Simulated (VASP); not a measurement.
Input of a VASP 6.6.1 run:

INCAR

```
PREC = Accurate
ENCUT = 600
EDIFF = 1E-6
ISMEAR = -1
SIGMA = 0.05
LREAL = F
LASPH = T
NELM = 100
ALGO = Normal
ISIF = 3
LWAVE = F
LCHARG = F
IBRION = 2
NSW = 32
EDIFFG = -0.005
```

The input KPOINTS:

```
regular mesh
0
Gamma
  10 10 10
```

The input POSCAR:

```
KIr
1.0
    3.4457357822      0.0000000000      0.0000000000
    0.0000000000      3.4457357822      0.0000000000
    0.0000000000      0.0000000000      3.4457357822
K Ir
1 1
Direct
    0.0000000000      0.0000000000      0.0000000000
    0.5000000000      0.5000000000      0.5000000000
```

Potentials or basis: VASP PAW LDA potentials, release 64 (K_sv, Ir).

Run with:

```console
$ cat potpaw_LDA.64/K_sv/POTCAR potpaw_LDA.64/Ir/POTCAR > POTCAR
$ mpirun -np 1 vasp_std > vasp.out
```

Task: What does it give for the relaxed volume?

Result: 20.67 Å³/atom.

Task: Estimate the band gap on the k mesh.

Result: Zero (bands 9 and 10 overlap by 1.30 eV).

Task: Predict the relaxed cell.

Result: a = 3.458 Å, b = 3.458 Å, c = 3.458 Å, α = 90.00°, β = 90.00°, γ = 90.00°.

Task: What does it give for the space group after relaxing (to 0.1 Å)?

Result: Pm-3m (No. 221).

Final structure:
```
K Ir
1.0
     3.45796    0.00000    0.00000
     0.00000    3.45796    0.00000
     0.00000    0.00000    3.45796
K Ir
1 1
Direct
  0.00000 0.00000 0.00000
  0.50000 0.50000 0.50000
```

Caveat: spin-orbit coupling is left out, which moves the levels of the heavy elements.
